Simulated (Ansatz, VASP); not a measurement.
Two plane-wave programs on Si2GeP3

```
Si Ge P
1.0
     3.20746    0.00000    0.00000
     0.00000    3.20746    0.00000
     0.00000    0.00000    9.10915
Si Ge P
2 1 3
Cartesian
  1.6037 1.6037 2.9353
  1.6037 1.6037 6.1739
  1.6037 1.6037 0.0000
  0.0000 0.0000 7.2317
  0.0000 0.0000 1.8775
  0.0000 0.0000 4.5546
```

Change from the starting cell: species swapped into the Li3Tl2Cd type (P4/mmm, No. 123).

Alike in both runs: functional PBE; k mesh 6 × 6 × 2; occupations gaussian, width 0.1 eV; no spin polarisation.

Ansatz relaxed the structure, and its values are those at the end. VASP's run is a single point on that final structure, the one shown.

|  | VASP | Ansatz |
| --- | --- | --- |
| version | VASP 6.6.1 | Ansatz 0.2.0 |
| potentials or method | VASP PAW PBE potentials, release 64 (Si, Ge_d, P), cutoff 520 eV | scalar-relativistic, plane waves, PAW |
| valence electrons in the cell | 37 | 37 |

|  | VASP | Ansatz | Ansatz less VASP |
| --- | --- | --- | --- |
| gap on the k mesh at the Fermi level (eV) | none | none | - |
| pressure (GPa) | -0.1 | 0.0 | +0.10 |
| rms of the force components (eV/Å) | 0.011 | 0.006 | -0.0052 |

A gap of «none» marks a metal or a gap that the smearing closes.
